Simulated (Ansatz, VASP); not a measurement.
# MgO: VASP beside Ansatz

```
Mg O
1.0
     0.00000   -2.12692   -2.12692
     0.00000    2.12692   -2.12692
     4.25385    0.00000    0.00000
Mg O
2 2
Direct
  0.50000 0.50000 0.51763
  0.00000 0.00000 0.98237
  0.50000 0.50000 0.99757
  0.00000 0.00000 0.50243
```

Change from the starting cell: mode 9 (400.1 1/cm) frozen in, largest displacement +0.075 Å.

Alike in both runs: task single point; functional PBE; k mesh 8 × 8 × 6; occupations gaussian, width 0.05 eV; no spin polarisation.

|  | VASP | Ansatz |
| --- | --- | --- |
| version | VASP 6.6.1 | Ansatz 0.2.0 |
| potentials or method | VASP PAW PBE potentials, release 64 (Mg, O), cutoff 520 eV | scalar-relativistic, plane waves, PAW |
| valence electrons in the cell | 16 | 32 |

|  | VASP | Ansatz | Ansatz less VASP |
| --- | --- | --- | --- |
| gap on the k mesh at the Fermi level (eV) | 4.45 | 4.47 | +0.017 |
| least direct gap on the mesh (eV) | 4.45 | 4.47 | +0.017 |
| pressure (GPa) | 0.2 | 1.0 | +0.76 |
| traceless stress, the component that is largest in VASP (GPa) | 1.29 | 1.27 | -0.017 |
| rms of the force components (eV/Å) | 0.454 | 0.450 | -0.0035 |

Atom by atom the forces differ by 0.003 eV/Å (rms over components). VASP's potentials hold 16 valence electrons a cell and Ansatz's 32, so a difference there can come from the potentials and not from the codes.
